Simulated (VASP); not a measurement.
Input of a VASP 6.6.1 run:

INCAR

```
SYSTEM = Cu
PREC = Accurate ; ENCUT = 600
EDIFF = 1E-6 ; ISMEAR = 0
SIGMA = 0.1 ; LREAL = .False.
LASPH = .True. ; NELM = 80
ALGO = Fast ; ISIF = 3
LWAVE = .False. ; LCHARG = .False.
GGA = PS ; IBRION = 2
NSW = 90 ; EDIFFG = -0.04
```

Contents of KPOINTS:

```
Automatic mesh
0
Gamma
  6 6 6
  0 0 0
```

Contents of POSCAR:

```
Cu
1.0
    0.0000000000      2.3559392742      2.3559392742
    2.3559392742      0.0000000000      2.3559392742
    2.3559392742      2.3559392742      0.0000000000
Cu
2
Direct
    0.5000000000      0.5000000000      0.5000000000
    0.7500000000      0.7500000000      0.7500000000
```

Potentials or basis: VASP PAW PBE potentials, release 64 (Cu).

The run is started by

```sh
$ cat potpaw_PBE.64/Cu/POTCAR > POTCAR
$ mpirun -np 1 vasp_std > vasp.out
```

(1) Estimate the relaxed volume.

(2) Estimate the space group after relaxing (to 0.05 Å).

(3) What does it give for the band gap on the k mesh?

(4) Predict the relaxed cell.

## Answers

(1) 17.98 Å³/atom.

(2) Fd-3m (No. 227).

(3) zero (band 11 reaches 3.60 eV, above the bottom of band 12 at 2.74 eV).

(4) a = 3.705 Å, b = 3.705 Å, c = 3.705 Å, α = 60.00°, β = 60.00°, γ = 60.00°.

Caveat: the k points lie up to 0.35 Å⁻¹ apart in the final cell; the volume moved by over 15 % at a fixed basis, so the end points are rough; the PAW data sets were made with another functional, which shifts forces and pressure a little.
